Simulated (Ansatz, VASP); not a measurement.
## Rh: VASP beside Ansatz

```xyz
1
Lattice="0.0000 1.9016 1.9016 1.8445 0.0000 1.9016 1.8445 1.9016 0.0000" Properties=species:S:1:pos:R:3 pbc="T T T"
Rh    0.0000    0.0000    0.0000
```

Change from the starting cell: strain -0.0300 x Voigt [1, 0, 0, 0, 0, 0], atoms carried along.

Alike in both runs: task single point; functional LDA; k mesh 22 × 22 × 22; occupations gaussian, width 0.15 eV; no spin polarisation.

|  | VASP | Ansatz |
| --- | --- | --- |
| version | VASP 6.6.1 | Ansatz 0.2.0 |
| potentials or method | VASP PAW LDA potentials, release 64 (Rh_sv_GW), cutoff 530 eV | scalar-relativistic, plane waves, PAW |
| valence electrons in the cell | 17 | 17 |

Ansatz gave:

* gap on the k mesh at the Fermi level (eV): none
* pressure (GPa): -2.5
* traceless stress, the component that is largest in VASP (GPa): 5.28

Task: Estimate VASP's values.

Result: gap on the k mesh at the Fermi level (eV): none; pressure (GPa): -4.5; traceless stress, the component that is largest in VASP (GPa): 5.30.

LDA's correlation is that of Perdew and Zunger in VASP and of Perdew and Wang (1992) in Ansatz. A gap of «none» marks a metal or a gap that the smearing closes.
